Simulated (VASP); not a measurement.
# Pt (P6_3/mmc) in VASP: notebook

Runs on Pt. Level: LDA. Tasks: single point.

Program: VASP 6.6.1. These are calculated values, not measurements. Logs are shortened: lines on timing, memory, paths and dates and some standing lists are left out, and cuts for length are marked.

### Step 1. The cell of the first run

It takes space group P6_3/mmc (No. 194, hexagonal). The conventional cell has a = 2.308 Å, b = 2.308 Å, c = 3.864 Å, α = 90.00°, β = 90.00°, γ = 120.00°. Within 3.1 Å of Pt (site symmetry -6m2) lie 12 Pt at 2.31 to 2.35 Å.

This isn't the form of Pt at room conditions, which is fcc.

### Step 2. Single point, LDA

INCAR reads:

```
  PREC = Accurate
  ENCUT = 570
  EDIFF = 1E-6
  ISMEAR = -1
  SIGMA = 0.08
  LREAL = False
  LASPH = True
  NELM = 120
  ALGO = Normal
  ISIF = 2
  LWAVE = False
  LCHARG = False
  GGA = CA
  NBANDS = 25
  GGA_COMPAT = False
```

KPOINTS reads:

```
regular mesh
0
Gamma
  16 16 9
```

POSCAR reads:

```
Pt
1.0
    2.3082591831      0.0000000000      0.0000000000
   -1.1541295916      1.9990110911      0.0000000000
    0.0000000000      0.0000000000      3.8644916268
Pt
2
Direct
    0.3333333333      0.6666666667      0.2500000000
    0.6666666667      0.3333333333      0.7500000000
```

Potentials or basis: VASP PAW LDA potentials, release 64 (Pt_sv_GW).

Run with:

```bash
$ cat potpaw_LDA.64/Pt_sv_GW/POTCAR > POTCAR
$ mpirun -np 1 vasp_std > vasp.out
```

OUTCAR:

```text
PREC = Accurate
   ENCUT = 570
   EDIFF = 1E-6
   ISMEAR = -1
   LREAL = False
   LASPH = True
   NELM = 120
   ISIF = 2
   GGA = CA

 ion  position               nearest neighbor table
   1  0.333  0.667  0.250-   2 2.35   2 2.35   2 2.35   2 2.35   2 2.35   2 2.35   2 3.29   2 3.29
                             2 3.29   2 3.29   2 3.29   2 3.29
   2  0.667  0.333  0.750-   1 2.35   1 2.35   1 2.35   1 2.35   1 2.35   1 2.35   1 3.29   1 3.29
                             1 3.29   1 3.29   1 3.29   1 3.29

  LATTYP: Found a hexagonal cell.
 ALAT       =     2.3082591831
 C/A-ratio  =     1.6742017773

  Lattice vectors:

 A1 = (   2.3082591831,   0.0000000000,   0.0000000000)
 A2 = (  -1.1541295916,   1.9990110911,   0.0000000000)
 A3 = (   0.0000000000,   0.0000000000,   3.8644916268)

Analysis of symmetry for initial positions (statically):
=====================================================================
 Subroutine PRICEL returns:
 Original cell was already a primitive cell.

 Routine SETGRP: Setting up the symmetry group for a
 hexagonal supercell.

 Subroutine GETGRP returns: Found 24 space group operations
 (whereof 12 operations were pure point group operations)
 out of a pool of 24 trial point group operations.

The static configuration has the point symmetry D_3d.
 The point group associated with its full space group is D_6h.

Analysis of symmetry for dynamics (positions and initial velocities):
=====================================================================
 Subroutine PRICEL returns:
 Original cell was already a primitive cell.

 Routine SETGRP: Setting up the symmetry group for a
 hexagonal supercell.

 Subroutine GETGRP returns: Found 24 space group operations
 (whereof 12 operations were pure point group operations)
 out of a pool of 24 trial point group operations.

The dynamic configuration has the point symmetry D_3d.
 The point group associated with its full space group is D_6h.

 Subroutine INISYM returns: Found 24 space group operations
 (whereof 12 operations are pure point group operations),
 and found     1 'primitive' translations

----------------------------------------------------------------------------------------

                                     Primitive cell

  volume of cell :      17.8317

  direct lattice vectors                    reciprocal lattice vectors
     2.308259183  0.000000000  0.000000000     0.433226913  0.250123675  0.000000000
    -1.154129592  1.999011091  0.000000000     0.000000000  0.500247350  0.000000000
     0.000000000  0.000000000  3.864491627     0.000000000  0.000000000  0.258766248

  length of vectors
     2.308259183  2.308259183  3.864491627     0.500247350  0.500247350  0.258766248

  position of ions in fractional coordinates (direct lattice)
     0.333333333  0.666666667  0.250000000
     0.666666667  0.333333333  0.750000000

  ion indices of the primitive-cell ions
   primitive index   ion index
                 1           1
                 2           2

----------------------------------------------------------------------------------------

 KPOINTS: regular mesh

Automatic generation of k-mesh.
 Grid dimensions read from file:
 generate k-points for:   16   16    9

 Generating k-lattice:

  Cartesian coordinates                     Fractional coordinates (reciprocal lattice)
     0.027076682  0.015632730  0.000000000     0.062500000 -0.000000000  0.000000000
     0.000000000  0.031265459  0.000000000     0.000000000  0.062500000  0.000000000
     0.000000000  0.000000000  0.028751805     0.000000000  0.000000000  0.111111111

  Length of vectors
     0.031265459  0.031265459  0.028751805

  Shift w.r.t. Gamma in fractional coordinates (k-lattice)
     0.000000000  0.000000000  0.000000000

 Subroutine IBZKPT returns following result:
 ===========================================

 Found    150 irreducible k-points:

 Following reciprocal coordinates:
            Coordinates               Weight
  0.000000  0.000000  0.000000      1.000000
  0.062500  0.000000  0.000000      6.000000
  0.125000  0.000000  0.000000      6.000000
  0.187500  0.000000  0.000000      6.000000
  0.250000  0.000000  0.000000      6.000000
  0.312500  0.000000  0.000000      6.000000
[... 16 lines left out ...]
  0.187500  0.187500  0.000000      6.000000
  0.250000  0.187500  0.000000     12.000000
 [... further k-points ...]
   k-points           NKPTS =    150   k-points in BZ     NKDIM =    150   number of bands    NBANDS=     25
   number of dos      NEDOS =    301   number of ions     NIONS =      2
   total plane-waves  NPLWV =   9720
   dimension x,y,z NGX =    18 NGY =   18 NGZ =   30
   dimension x,y,z NGXF=    36 NGYF=   36 NGZF=   60
   ions per type =               2
   NGX,Y,Z   is equivalent  to a cutoff of  12.96, 12.96, 12.91 a.u.
   NGXF,Y,Z  is equivalent  to a cutoff of  25.93, 25.93, 25.81 a.u.
 SYSTEM =  unknown system
   PREC   = accura    normal or accurate (medium, high low for compatibility)
   ISTART =      0    job   : 0-new  1-cont  2-samecut
   ICHARG =      2    charge: 1-file 2-atom 10-const
   ISPIN  =      1    spin polarized calculation?
   LNONCOLLINEAR =      F non collinear calculations
   LSORBIT =      F    spin-orbit coupling
   LASPH  =      T    aspherical Exc in radial PAW
   ENCUT  =  570.0 eV  41.89 Ry    6.47 a.u.   4.49  4.49  7.52*2*pi/ulx,y,z
   NELM   =    120;   NELMIN=  2; NELMDL= -5     # of ELM steps
   EDIFF  = 0.1E-05   stopping-criterion for ELM
   LREAL  =      F    real-space projection
[... 7 lines left out ...]
   TEBEG  =    0.0;   TEEND  =   0.0 temperature during run
   PSTRESS=    0.0 pullay stress
   NELECT =      36.0000    total number of electrons
   NUPDOWN=      -1.0000    fix difference up-down
   EMIN   =  10.00;   EMAX   =-10.00  energy-range for DOS
   EFERMI =   0.00;   METHOD = LEGACY
   ISMEAR =    -1;   SIGMA  =   0.08  broadening in eV -4-tet -1-fermi 0-gaus
   EFERMI_NEDOS =   21; number of points for ismear=-14 and -15
   IALGO  =     38    algorithm
   IMIX   =      4    mixing-type and parameters
     AMIX     =   0.40;   BMIX     =  1.00
     AMIX_MAG =   1.60;   BMIX_MAG =  1.00
  volume/ion in A,a.u.               =       8.92        60.17
  Fermi-wavevector in a.u.,A,eV,Ry     =   2.069085  3.910003 58.248062  4.281112
  Thomas-Fermi vector in A             =   3.067207
   LORBIT       =      0    0 simple, 1 ext, 2 COOP (PROOUT), +10 PAW based schemes
   GGA     = CA    functional components
   LHFCALC =     F    Hartree Fock is set to
   AEXX    =    0.0000 exact exchange contribution
   IVDW    =     0    specifies the selected vdW correction
   LEPSILON=     F    determine dielectric tensor
   LRPA    =     F    only Hartree local field effects (RPA)
 non-spin polarized calculation
  energy-cutoff  :      570.00
  volume of cell :       17.83
 maximum number of plane-waves:       567
 NGX is ok and might be reduce to    18
   NGX =  9   NGY =  9   NGZ = 15

 number of electron      35.9999998 magnetization

 Free energy of the ion-electron system (eV)
  ---------------------------------------------------
  ext. energy  EPLUGINS =         0.00000000
  ---------------------------------------------------
  free energy    TOTEN  =        -1.79961977 eV

  energy without entropy =       -1.76752202  energy(sigma->0) =       -1.78357090

 E-fermi :  23.2284     XC(G=0): -18.0131

 val. band max:       23.2150699620   @ k =   0.3125   0.0625   0.3333
 cond. band min:      23.2387937359   @ k =   0.4375   0.1250   0.0000
 fundamental gap:      0.0237237739
 Fermi energy:        23.2284296167

 k-point     1 :       0.0000    0.0000    0.0000
  band No.  band energies     occupation
      1     -77.9300      2.00000
      2     -77.5817      2.00000
      3     -33.9688      2.00000
      4     -31.5083      2.00000
      5     -31.5083      2.00000
      6     -31.1815      2.00000
[... 17 lines left out ...]
     24      40.0499      0.00000
     25      47.0600      0.00000

 k-point     2 :       0.0625    0.0000    0.0000
  band No.  band energies     occupation
      1     -77.9171      2.00000
      2     -77.5743      2.00000
      3     -33.9333      2.00000
      4     -31.6077      2.00000
      5     -31.5380      2.00000
      6     -31.2729      2.00000
[... 17 lines left out ...]
     24      40.3936      0.00000
     25      45.1557      0.00000

 k-point     3 :       0.1250    0.0000    0.0000
  band No.  band energies     occupation
      1     -77.8785      2.00000
      2     -77.5527      2.00000
      3     -33.8295      2.00000
      4     -31.8877      2.00000
      5     -31.6199      2.00000
      6     -31.5570      2.00000
[... 17 lines left out ...]
     24      41.5407      0.00000
     25      43.0013      0.00000

 k-point     4 :       0.1875    0.0000    0.0000
  band No.  band energies     occupation
      1     -77.8196      2.00000
      2     -77.5213      2.00000
      3     -33.6653      2.00000
      4     -32.2998      2.00000
      5     -31.9664      2.00000
      6     -31.7388      2.00000
[... 17 lines left out ...]
     24      42.2804      0.00000
     25      43.5618      0.00000
[... 477 lines left out ...]
 k-point    22 :       0.4375    0.1250    0.0000
  band No.  band energies     occupation
      1     -77.5109      2.00000
      2     -77.4157      2.00000
      3     -33.8619      2.00000
      4     -33.4422      2.00000
      5     -32.6147      2.00000
      6     -32.4254      2.00000
[... 17 lines left out ...]
     24      37.9815      0.00000
     25      39.8635      0.00000

 k-point    23 :       0.1875    0.1875    0.0000
  band No.  band energies     occupation
      1     -77.6531      2.00000
      2     -77.4472      2.00000
      3     -33.1578      2.00000
      4     -33.0323      2.00000
      5     -33.0121      2.00000
      6     -32.0918      2.00000
[... 17 lines left out ...]
     24      39.0557      0.00000
     25      42.2163      0.00000

 k-point    24 :       0.2500    0.1875    0.0000
  band No.  band energies     occupation
      1     -77.5874      2.00000
      2     -77.4264      2.00000
      3     -33.3534      2.00000
      4     -33.1811      2.00000
      5     -32.9284      2.00000
      6     -32.3086      2.00000
[... 17 lines left out ...]
     24      38.6638      0.00000
     25      43.1935      0.00000

 [... further k-points ...]

------------------------ aborting loop because EDIFF is reached ----------------------------------------

  FORCE on cell =-STRESS in cart. coord.  units (eV):
  Direction    XX          YY          ZZ          XY          YZ          ZX
  --------------------------------------------------------------------------------------
  -------------------------------------------------------------------------------------
  Total       62.7351011     62.7351011     62.5884868     -0.0000000     -0.0000000      0.0000000
  in kB     5636.7534376   5636.7534377   5623.5801298     -0.0000001     -0.0000000      0.0000000
  external PRESSURE =    5632.3623351 kB  Pullay stress =       0.0000000 kB

 VOLUME and BASIS-vectors are now :
 -----------------------------------------------------------------------------
  energy-cutoff  :      570.00
  volume of cell :       17.83
      direct lattice vectors                 reciprocal lattice vectors
     2.308259183  0.000000000  0.000000000     0.433226913  0.250123675  0.000000000
    -1.154129592  1.999011091  0.000000000     0.000000000  0.500247350  0.000000000
     0.000000000  0.000000000  3.864491627     0.000000000  0.000000000  0.258766248

 POSITION                                       TOTAL-FORCE (eV/Angst)
 -----------------------------------------------------------------------------------
     -0.00000      1.33267      0.96612        -0.000000      0.000000      0.000000
      1.15413      0.66634      2.89837         0.000000     -0.000000      0.000000
 -----------------------------------------------------------------------------------
    total drift:                                0.000000     -0.000000      0.000000

  FREE ENERGIE OF THE ION-ELECTRON SYSTEM (eV)
  ---------------------------------------------------
  free  energy   TOTEN  =        -1.7996197748 eV

  energy  without entropy=       -1.7675220234  energy(sigma->0) =       -1.78357090
```

Run time: 26 s. Hardware: 1 thread of Intel Xeon 6975P-C (Granite Rapids), shared host; peak memory 0.18 GiB.

What came out:

* Free energy: -1.7996 eV
* Pressure: 563.2 GPa
* Band gap on the k mesh: zero (bands 18 and 19 overlap by 3.18 eV)

Levels at points of the mesh, in eV from the Fermi level:
```
           k point  band 15  band 16  band 17  band 18  band 19  band 20  band 21  band 22
(0.00, 0.00, 0.00)    -7.35    -5.23    -5.23    -2.42    -0.83    -0.83    10.36    11.94
(0.50, 0.00, 0.00)    -6.09     0.46     0.52     1.22     4.35     6.61    11.37    11.53
```

Caveat: the cell stands under pressure; spin-orbit coupling is left out, which moves the levels of the heavy elements.

[end of part 1 of 2]

The gap in the log of VASP goes by the Fermi energy; the results here count the filled bands.